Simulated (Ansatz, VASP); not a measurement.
**Two plane-wave programs on C**

The input INCAR:

```
PREC = Accurate ; ENCUT = 600
EDIFF = 1E-6 ; ISMEAR = 0
SIGMA = 0.15 ; LREAL = F
LASPH = T ; NELM = 120
ALGO = Normal ; ISIF = 2
LWAVE = F ; LCHARG = T
GGA = PS ; LELF = T
LVHAR = T ; NBANDS = 16
GGA_COMPAT = F
```

The input KPOINTS:

```
Automatic mesh
0
Gamma
  18 18 6
```

Contents of POSCAR:

```
C
1.0
    1.2294745828     -2.1290849001      0.0000000000
    1.2294745828      2.1290849001      0.0000000000
    0.0000000000      0.0000000000      7.3778161753
C
4
Direct
   -0.0152569438      0.7380653655      0.7498448039
    0.6819002498      0.5952913285      0.2501553613
    1.0152569438      0.2619346345      0.2501551961
    0.3180997502      0.4047086715      0.7498446387
```

Input for Ansatz:

```yaml
crystal:
  lattice:
    - [1.2294745828, -2.1290849001, 0.0]
    - [1.2294745828, 2.1290849001, 0.0]
    - [0.0, 0.0, 7.3778161753]
  atoms:
    - { symbol: C, position: [-0.0152569438, 0.7380653655, 0.7498448039] }
    - { symbol: C, position: [0.6819002498, 0.5952913285, 0.2501553613] }
    - { symbol: C, position: [1.0152569438, 0.2619346345, 0.2501551961] }
    - { symbol: C, position: [0.3180997502, 0.4047086715, 0.7498446387] }
basis:
  ecutwfc: 520.0
kpoints:
  mp_grid: { grid: [18, 18, 6] }
hamiltonian:
  xc: pbesol
  pseudopotentials: { kind: paw, azcp: { folder: soft_1 } }
scf:
  occupations: { method: gaussian, width: 0.15 }
output:
  forces: true
  stress: true
  eigenvalues: true
```

Change from the starting cell: mode 1 frozen in at -0.170 Å and mode 5 at -0.341 Å (largest displacements).

Alike in both runs: task single point; functional PBEsol; k mesh 18 × 18 × 6; occupations gaussian, width 0.15 eV; no spin polarisation.

|  | VASP | Ansatz |
| --- | --- | --- |
| version | VASP 6.6.1 | Ansatz 0.2.0 |
| potentials or method | VASP PAW PBE potentials, release 64 (C), cutoff 600 eV | scalar-relativistic, plane waves, PAW |
| valence electrons in the cell | 16 | 16 |

```tsv
	VASP	Ansatz	Ansatz less VASP
pressure (GPa)	0.4	0.1	-0.29
traceless stress, the component that is largest in VASP (GPa)	-0.31	0.26	+0.571
rms of the force components (eV/Å)	0.005	0.005	0.0000
```

VASP's potentials were made for PBE, not for PBEsol, and Ansatz warns of the same on its side. Atom by atom the forces differ by 0.000 eV/Å (rms over components).
